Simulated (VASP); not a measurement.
Input of a VASP 6.6.1 run:

The input INCAR:

```
  ALGO = Normal
  EDIFF = 1E-6
  ENCUT = 520
  GGA = PS
  ISIF = 2
  ISMEAR = -1
  ISPIN = 2
  LASPH = T
  LCHARG = F
  LMAXMIX = 4
  LORBIT = 11
  LREAL = F
  LWAVE = F
  MAGMOM = 0 0 3 3 3 3
  NBANDS = 43
  NELM = 150
  PREC = Accurate
  SIGMA = 0.05
```

The input KPOINTS:

```
k-points
0
Gamma
  8 8 6
```

Contents of POSCAR:

```
Fe2Ge
1.0
    4.0770117226      0.0000000000      0.0000000000
   -2.0385058613      3.5307957234      0.0000000000
    0.0000000000      0.0000000000      4.9410578639
Ge Fe
2 4
Direct
    0.3333333333      0.6666666667      0.7500000000
    0.6666666667      0.3333333333      0.2500000000
    0.3333333333      0.6666666667      0.2500000000
    0.6666666667      0.3333333333      0.7500000000
    0.0000000000      0.0000000000      0.5000000000
    0.0000000000      0.0000000000      0.0000000000
```

Potentials or basis: VASP PAW PBE potentials, release 64 (Ge_d, Fe).

The run is started by

```sh
$ cat potpaw_PBE.64/Ge_d/POTCAR potpaw_PBE.64/Fe/POTCAR > POTCAR
$ mpirun -np 1 vasp_std > vasp.out
```

Question: What does it give for the site moments?

Answer: Ge -0.08; Fe +1.34, +2.29 (each value once) μB.

Question: What does it give for the pressure?

Answer: -2.6 GPa.

Question: Estimate the net moment.

Answer: 7.15 μB per cell.

Stress tensor (GPa, compression positive):
```
-2.53  0.00  0.00
 0.00 -2.53  0.00
 0.00  0.00 -2.70
```

Caveat: the PAW data sets were made with another functional, which shifts forces and pressure a little.
